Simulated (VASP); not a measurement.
A run of VASP 6.6.1 is set up as follows.

Contents of INCAR:

```
SYSTEM = Ba
PREC     = Accurate       ! precision mode
ENCUT    = 520            ! plane-wave cutoff, eV
EDIFF    = 1E-8           ! SCF threshold, eV
ISMEAR   = -1             ! smearing method
SIGMA    = 0.05           ! smearing width, eV
LREAL    = .False.        ! projectors in reciprocal space
LASPH    = .True.         ! aspherical terms in the spheres
NELM     = 60             ! most SCF steps
ALGO     = Normal         ! electronic algorithm
ISIF     = 2              ! what is computed and relaxed
LWAVE    = .False.        ! write WAVECAR
LCHARG   = .False.        ! write CHGCAR
GGA      = PS             ! functional
LEFG     = .True.       
NBANDS   = 11             ! bands
```

File KPOINTS:

```
Automatic mesh
0
Gamma
  10 10 10
  0 0 0
```

POSCAR

```
Ba
1.0
   -2.5000000000      2.5000000000      2.5000000000
    2.5000000000     -2.5000000000      2.5000000000
    2.5000000000      2.5000000000     -2.5000000000
Ba
1
Direct
    0.0000000000      0.0000000000      0.0000000000
```

Potentials or basis: VASP PAW PBE potentials, release 64 (Ba_sv).

Launch:

```console
$ cat potpaw_PBE.64/Ba_sv/POTCAR > POTCAR
$ mpirun -np 1 vasp_std > vasp.out
```

Question: Estimate the band gap on the k mesh.

Answer: Zero (bands 5 and 6 overlap by 0.87 eV).

Question: What does it give for the pressure?

Answer: -0.5 GPa.

Caveat: the PAW data sets were made with another functional, which shifts forces and pressure a little; spin-orbit coupling is left out, which moves the levels of the heavy elements.
